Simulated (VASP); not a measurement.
# BN: single point with PBE

Crystal: BN.

```
B N
1.0
     2.54395    0.05877    0.00000
    -1.22108    2.17374    0.00000
     0.00000    0.00000    4.20782
B N
2 2
Direct
  0.33440 0.66693 0.00028
  0.66560 0.33307 0.50028
  0.33018 0.66714 0.37472
  0.66982 0.33286 0.87472
```

This cell differs from its parent crystal: shear xy strain +4.6%.

```
Program                : VASP 6.6.1
Task                   : single point
Functional             : PBE
Potentials or basis    : VASP PAW PBE potentials, release 64 (B, N)
Cutoff                 : 520 eV
k mesh                 : 12 × 12 × 6
Occupations            : fermi-dirac, width 0.02 eV
Spin                   : no spin polarisation
Dipole correction      : no
Further INCAR settings : ALGO = Normal; EDIFF = 1e-06; NBANDS = 16
```

```yaml
Pressure: 5.5 GPa
Largest_force: 0.045 eV/Å
Band_gap_on_the_k_mesh: 5.01 eV, indirect (least direct gap 7.63 eV)
```

Forces on the atoms (eV/Å):
```
B   -0.043 -0.001  0.010
B    0.043  0.001  0.010
N   -0.039 -0.001 -0.010
N    0.039  0.001 -0.010
```

Stress tensor (GPa, compression positive):
```
  5.41 -18.89   0.00
-18.89   6.37   0.00
  0.00   0.00   4.74
```

Levels at points of the mesh, in eV from the valence-band top:
| k point | band 6 | band 7 | band 8 | band 9 | band 10 | band 11 |
| --- | --- | --- | --- | --- | --- | --- |
| (0.00, 0.00, 0.00) | -0.45 | -0.33 | 0.00 | 7.63 | 8.40 | 8.44 |
| (0.50, 0.00, 0.00) | -4.77 | -4.60 | -1.90 | 7.31 | 7.99 | 10.83 |
| (0.00, 0.50, 0.00) | -5.20 | -4.56 | -2.27 | 6.57 | 7.81 | 10.41 |
| (0.50, 0.50, 0.00) | -5.61 | -4.53 | -2.66 | 5.83 | 7.55 | 10.03 |
| (0.00, 0.00, 0.50) | -1.54 | -1.15 | -1.15 | 8.78 | 8.78 | 9.72 |
| (0.50, 0.00, 0.50) | -3.85 | -3.50 | -3.50 | 6.70 | 6.70 | 10.14 |
| (0.00, 0.50, 0.50) | -4.01 | -3.67 | -3.67 | 6.44 | 6.44 | 9.89 |
| (0.50, 0.50, 0.50) | -4.37 | -3.67 | -3.67 | 6.06 | 6.06 | 9.77 |

Run time: 34 s on 1 thread of Intel(R) Xeon(R) 6975P-C (Granite Rapids), with other jobs on the host, peak memory 0.2 GiB.

Caveat: the cell differs from its parent crystal (shear xy strain +4.6%). A k mesh can miss the band edges.
